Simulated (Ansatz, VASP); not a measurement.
NaH in VASP and in Ansatz

```
Na H
1.0
     2.95512    0.00000    0.00000
     0.00000    2.95512    0.00000
     0.00000    0.00000    2.95512
Na H
1 1
Direct
  0.00000 0.00000 0.00000
  0.50000 0.50000 0.50000
```

Alike in both runs: task single point; functional RPBE; k mesh 9 × 9 × 9; occupations gaussian, width 0.05 eV; no spin polarisation.

|  | VASP | Ansatz |
| --- | --- | --- |
| version | VASP 6.6.1 | Ansatz 0.2.0 |
| potentials or method | VASP PAW PBE potentials, release 64 (Na_pv, H), cutoff 520 eV | all-electron LAPW, scalar-relativistic |

VASP gave:

```
gap on the k mesh at the Fermi level (eV) : 1.74
least direct gap on the mesh (eV)         : 4.98
pressure (GPa)                            : 1.6
```

What did Ansatz give for the same quantities?

gap on the k mesh at the Fermi level (eV): 1.74; least direct gap on the mesh (eV): 4.98; pressure (GPa): 1.7.

VASP's potentials were made for PBE, not for RPBE. Ansatz ran all-electron here, and VASP with PAW potentials.
